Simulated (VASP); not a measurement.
Set up this calculation in VASP 6.6.1, as the native input.

- Task: single point
- Functional: PBE
- Potentials or basis: VASP PAW PBE potentials, release 64 (W_sv, Sb)
- Cutoff: 520 eV
- k mesh: 12 × 12 × 6
- Occupations: gaussian, width 0.05 eV
- Spin: no spin polarisation
- Dipole correction: no
- Further INCAR settings: ALGO = Normal; EDIFF = 1e-07; NBANDS = 19

The structure of Sb2W lies in POSCAR:

```
Sb2W
1.0
    3.4649380352      0.0000000000      0.0000000000
   -1.7324690176      3.0007243611      0.0000000000
    0.0000000000      0.0000000000      6.7174239015
W Sb
1 2
Direct
    0.0000000000      0.0000000000      0.0000000000
    0.3333333333      0.6666666667      0.2847523219
    0.6666666667      0.3333333333      0.7152476781
```

These files were run (other wordings do the same):

INCAR

```
ALGO     = Normal         # electronic algorithm
EDIFF    = 1E-7           # SCF threshold, eV
ENCUT    = 520            # plane-wave cutoff, eV
GGA      = PE             # functional
ISIF     = 2              # what is computed and relaxed
ISMEAR   = 0              # smearing method
LASPH    = True           # aspherical terms in the spheres
LCHARG   = False          # write CHGCAR
LREAL    = False          # projectors in reciprocal space
LWAVE    = False          # write WAVECAR
NBANDS   = 19             # bands
NELM     = 80             # most SCF steps
PREC     = Accurate       # precision mode
SIGMA    = 0.05           # smearing width, eV
```

KPOINTS

```
k-points
0
Gamma
  12 12 6
```

Potentials or basis: VASP PAW PBE potentials, release 64 (W_sv, Sb).

Run with:

```console
$ cat potpaw_PBE.64/W_sv/POTCAR potpaw_PBE.64/Sb/POTCAR > POTCAR
$ mpirun -np 1 vasp_std > vasp.out
```

It gave:

```yaml
Pressure: -0.1 GPa
Largest_force: 0.010 eV/Å
Band_gap_on_the_k_mesh: zero (band 12 reaches 8.95 eV, above the bottom of band 13 at 8.64 eV)
```

Caveat: spin-orbit coupling is left out, which moves the levels of the heavy elements.

Wall time 51 s on 1 thread of Intel(R) Xeon(R) 6975P-C (Granite Rapids) (shared host), peak memory 0.27 GiB.
